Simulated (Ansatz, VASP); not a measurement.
## Two plane-wave programs on HF

```
F H
1.0
     6.47922    0.00000    0.00000
     0.00000    6.47922    0.00000
     0.00000    0.00000    6.47922
F H
10 10
Direct
  0.35238 0.57723 0.72450
  0.67929 0.37535 0.72362
  0.82473 0.61208 0.98503
  0.40304 0.14728 0.44722
  0.37241 0.30416 0.10045
  0.49408 0.79914 0.00093
  0.07962 0.10744 0.94062
  0.64750 0.88958 0.56553
  0.79777 0.13535 0.22605
  0.00870 0.95585 0.61855
  0.47200 0.48699 0.70431
  0.75242 0.45753 0.82740
  0.69979 0.69479 0.00914
  0.40568 0.20400 0.30688
  0.26732 0.22983 0.02479
  0.42329 0.72236 0.89015
  0.04942 0.04333 0.79903
  0.55884 0.99797 0.50407
  0.89593 0.12001 0.11852
  0.85843 0.93755 0.58778
```

Alike in both runs: functional PBE; dispersion D3(BJ); k mesh 1 × 1 × 1; occupations fermi-dirac, width 0.02 eV; no spin polarisation.

Ansatz relaxed the structure, and its values are those at the end. VASP's run is a single point on that final structure, the one shown.

```csv
,VASP,Ansatz
version,VASP 6.6.1,Ansatz 0.2.0
potentials or method,"VASP PAW PBE potentials, release 64 (F, H), cutoff 520 eV","scalar-relativistic, plane waves, PAW"
valence electrons in the cell,80,80
```

VASP gave:

* gap on the k mesh at the Fermi level (eV): 7.06
* rms of the force components (eV/Å): 0.113

Problem. Estimate Ansatz's values.

Solution. gap on the k mesh at the Fermi level (eV): 7.09; rms of the force components (eV/Å): 0.035.

One of these differences is far larger than is usual between the two programs; its cause wasn't traced. Ansatz's warnings: xc potential rough in thin density.
